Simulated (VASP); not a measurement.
A run of VASP 6.6.1 is set up as follows.

The input INCAR:

```
SYSTEM = Br
PREC = Accurate
ENCUT = 500
EDIFF = 1E-6
ISMEAR = 0
SIGMA = 0.1
LREAL = .FALSE.
LASPH = .TRUE.
NELM = 120
ALGO = Normal
ISIF = 2
LWAVE = .FALSE.
LCHARG = .FALSE.
GGA = RP
IVDW = 12
NBANDS = 10
GGA_COMPAT = .FALSE.
```

The input KPOINTS:

```
Automatic mesh
0
G
  2 3 3
  0 0 0
```

Contents of POSCAR:

```
Br
1.0
   -1.2867684050      1.7199972000      3.5779911600
    1.2867684050     -1.7199972000      3.5779911600
    1.2867684050      1.7199972000     -3.5779911600
Br
1
Direct
    0.0000000000      0.0000000000      0.0000000000
```

Potentials or basis: VASP PAW PBE potentials, release 64 (Br).

Launch:

```console
$ cat potpaw_PBE.64/Br/POTCAR > POTCAR
$ mpirun -np 1 vasp_std > vasp.out
```

Problem. What does it give for the dispersion energy per atom?

Solution. -0.695 eV.

Problem. What does it give for the pressure?

Solution. -4.4 GPa.

Stress tensor (GPa, compression positive):
```
-6.41  0.00  0.00
 0.00 -5.60  0.00
 0.00  0.00 -1.21
```

Caveat: the k points lie up to 1.02 Å⁻¹ apart; the PAW data sets were made with another functional, which shifts forces and pressure a little; an odd number of electrons without spin polarisation forces a metal; a magnetic or distorted state may lie lower; pairwise dispersion overbinds metals, which lowers pressure and volume.
